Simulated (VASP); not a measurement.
Input of a VASP 6.6.1 run:

Contents of INCAR:

```
PREC = Accurate ; ENCUT = 520
EDIFF = 1E-7 ; ISMEAR = -1
SIGMA = 0.05 ; LREAL = F
LASPH = T ; NELM = 80
ALGO = Normal ; ISIF = 2
LWAVE = F ; LCHARG = T
GGA = B5 ; ALDAX = 1.0
AGGAX = 1.0 ; AGGAC = 1.0
ALDAC = 0.0 ; IVDW = 12
VDW_S6 = 1.0 ; VDW_S8 = 2.6996
VDW_A1 = 0.4298 ; VDW_A2 = 4.2359
LELF = T ; LVHAR = T
NBANDS = 56
```

File KPOINTS:

```
regular mesh
0
Gamma
  4 4 4
```

File POSCAR:

```
HfO2
1.0
    5.1433327537      0.0000000000     -0.0049342812
    0.0000000000      5.2049762853      0.0000000000
   -0.8679399231      0.0000000000      5.2596239243
Hf O
4 8
Direct
    0.2759377136      0.4585252001      0.7083791613
    0.7240622864      0.9585252001      0.7916208387
    0.7240622864      0.5414747999      0.2916208387
    0.2759377136      0.0414747999      0.2083791613
    0.0691447580      0.1679936694      0.8444320231
    0.9308552420      0.6679936694      0.6555679769
    0.9308552420      0.8320063306      0.1555679769
    0.0691447580      0.3320063306      0.3444320231
    0.4469568125      0.7424159420      0.9782398362
    0.5530431875      0.2424159420      0.5217601638
    0.5530431875      0.2575840580      0.0217601638
    0.4469568125      0.7575840580      0.4782398362
```

Potentials or basis: VASP PAW PBE potentials, release 64 (Hf_pv, O).

Run with:

```console
$ cat potpaw_PBE.64/Hf_pv/POTCAR potpaw_PBE.64/O/POTCAR > POTCAR
$ mpirun -np 1 vasp_std > vasp.out
```

Task: Predict the dispersion energy per atom.

Result: -0.504 eV.

Task: Estimate the pressure.

Result: -2.4 GPa.

Task: What does it give for the band gap on the k mesh?

Result: 4.03 eV (least direct gap 4.11 eV).

Task: Predict the largest force.

Result: 0.061 eV/Å.

Stress tensor (GPa, compression positive):
```
-2.36  0.00 -0.14
 0.00 -2.40  0.00
-0.14  0.00 -2.41
```

Caveat: the PAW data sets were made with another functional, which shifts forces and pressure a little; spin-orbit coupling is left out, which moves the levels of the heavy elements. A k mesh can miss the band edges.
